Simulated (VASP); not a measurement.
A run of VASP 6.6.1 is set up as follows.

INCAR

```
SYSTEM = MgO
PREC = Accurate
ENCUT = 600
EDIFF = 1E-6
ISMEAR = 0
SIGMA = 0.01
LREAL = .FALSE.
LASPH = .TRUE.
NELM = 120
ALGO = Normal
ISIF = 2
LWAVE = .FALSE.
LCHARG = .FALSE.
GGA = CA
NBANDS = 11
GGA_COMPAT = .FALSE.
```

File KPOINTS:

```
Automatic mesh
0
G
  10 10 10
  0 0 0
```

File POSCAR:

```
MgO
1.0
    0.0000000000      2.0571450605      2.0571450605
    2.0571450605      0.0000000000      2.0571450605
    2.0571450605      2.0571450605      0.0000000000
Mg O
1 1
Direct
    0.0000000000      0.0000000000      0.0000000000
    0.5000000000      0.5000000000      0.5000000000
```

Potentials or basis: VASP PAW LDA potentials, release 64 (Mg, O).

Command:

```console
$ cat potpaw_LDA.64/Mg/POTCAR potpaw_LDA.64/O/POTCAR > POTCAR
$ mpirun -np 1 vasp_std > vasp.out
```

(1) Predict the pressure.

(2) Predict the band gap on the k mesh.

Results:

(1) 4.0 GPa.

(2) 5.38 eV, direct.
